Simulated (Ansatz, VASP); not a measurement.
MnS: VASP beside Ansatz

```xyz
2
Lattice="0.0000 2.5220 2.5220 2.5220 0.0000 2.5220 2.5220 2.5220 0.0000" Properties=species:S:1:pos:R:3 pbc="T T T"
Mn    0.0000    0.0000    0.0000
S     3.7830    3.7830    3.7830
```

Alike in both runs: task single point; functional PBEsol; k mesh 9 × 9 × 9; occupations fermi-dirac, width 0.05 eV; collinear spin.

|  | VASP | Ansatz |
| --- | --- | --- |
| version | VASP 6.6.1 | Ansatz 0.2.0 |
| potentials or method | VASP PAW PBE potentials, release 64 (Mn_pv, S) | Ansatz PAW |
| plane-wave cutoff (eV) | 520 | 420 |
| valence electrons in the cell | 19 | 21 |

```tsv
	VASP	Ansatz	Ansatz less VASP
gap on the k mesh at the Fermi level (eV)	none	none	-
pressure (GPa)	-9.9	-10.0	-0.08
net moment per atom (μB)	0.17	0.15	-0.020
size of the moment on the site where the two differ most (μB)	0.32	0.26	-0.055
```

VASP's potentials were made for PBE, not for PBEsol. Site moments also hang on the region over which each program counts them. A gap of «none» marks a metal or a gap that the smearing closes. VASP's potentials hold 19 valence electrons a cell and Ansatz's 21, so a difference there can come from the potentials and not from the codes.
